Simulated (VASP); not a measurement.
Wanted: the native input for a VASP 6.6.1 run.

- Task: single point
- Functional: PBEsol
- Potentials or basis: VASP PAW PBE potentials, release 64 (W_sv)
- Cutoff: 520 eV
- k mesh: 48 × 48 × 48
- Occupations: gaussian, width 0.1 eV
- Spin: no spin polarisation
- Dipole correction: no
- Further INCAR settings: ALGO = Fast; EDIFF = 1e-06; NBANDS = 13

The structure of W lies in POSCAR:

```
W
1.0
   -1.5770381652      1.5770381652      1.5770381652
    1.5770381652     -1.5770381652      1.5770381652
    1.5770381652      1.5770381652     -1.5770381652
W
1
Direct
    0.0000000000      0.0000000000      0.0000000000
```

The input as run:

INCAR

```
ALGO = Fast
EDIFF = 1E-6
ENCUT = 520
GGA = PS
ISIF = 2
ISMEAR = 0
LASPH = True
LCHARG = False
LREAL = False
LWAVE = False
NBANDS = 13
NELM = 80
PREC = Accurate
SIGMA = 0.1
```

KPOINTS

```
k-points
0
Gamma
  48 48 48
```

Potentials or basis: VASP PAW PBE potentials, release 64 (W_sv).

Run with:

```sh
$ cat potpaw_PBE.64/W_sv/POTCAR > POTCAR
$ mpirun -np 1 vasp_std > vasp.out
```

It gave:

The pressure is 0.6 GPa and the band gap on the k mesh is zero (band 7 reaches 16.68 eV, above the bottom of band 8 at 10.17 eV).

Caveat: the PAW data sets were made with another functional, which shifts forces and pressure a little; spin-orbit coupling is left out, which moves the levels of the heavy elements.

Run time: 4 min on 1 thread of Intel(R) Xeon(R) Platinum 8488C (Sapphire Rapids), with other jobs on the host, peak memory 0.58 GiB.
